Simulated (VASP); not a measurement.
Write the native input for VASP 6.6.1 that does the following.

```
Task                   : single point
Functional             : LDA
Potentials or basis    : VASP PAW LDA potentials, release 64 (Ca_sv, Mg)
Cutoff                 : 520 eV
k mesh                 : 12 × 12 × 12
Occupations            : gaussian, width 0.15 eV
Spin                   : no spin polarisation
Dipole correction      : no
Further INCAR settings : ALGO = Normal; EDIFF = 1e-07; NBANDS = 13
```

The structure of CaMg lies in POSCAR:

```
CaMg
1.0
    3.8262479978      0.0000000000      0.0000000000
    0.0000000000      3.8262479978      0.0000000000
    0.0000000000      0.0000000000      3.8262479978
Ca Mg
1 1
Direct
    0.0042752911      0.0000000000      0.0000000000
    0.4929502113      0.5000000000      0.5000000000
```

This cell differs from its parent crystal: atoms displaced along a vibrational mode, the cell strained.

One way to write it, as run:

INCAR

```
SYSTEM = CaMg
ALGO = Normal
EDIFF = 1E-7
ENCUT = 520
ISIF = 2
ISMEAR = 0
LASPH = .True.
LCHARG = .True.
LELF = .True.
LREAL = .False.
LVHAR = .True.
LWAVE = .False.
NBANDS = 13
NELM = 60
PREC = Accurate
SIGMA = 0.15
```

KPOINTS

```
k-points
0
Gamma
  12 12 12
  0 0 0
```

Potentials or basis: VASP PAW LDA potentials, release 64 (Ca_sv, Mg).

Run with:

```bash
$ cat potpaw_LDA.64/Ca_sv/POTCAR potpaw_LDA.64/Mg/POTCAR > POTCAR
$ mpirun -np 1 vasp_std > vasp.out
```

Results of the run:

```json
{
  "Pressure": "0.7 GPa",
  "Largest force": "0.118 eV/Å",
  "Band gap on the k mesh": "zero (bands 6 and 7 overlap by 1.33 eV)"
}
```

Caveat: the cell differs from its parent crystal (atoms displaced along a vibrational mode, the cell strained).

Wall time 35 s on 1 thread of Intel(R) Xeon(R) 6975P-C (Granite Rapids) (shared host), peak memory 0.27 GiB.
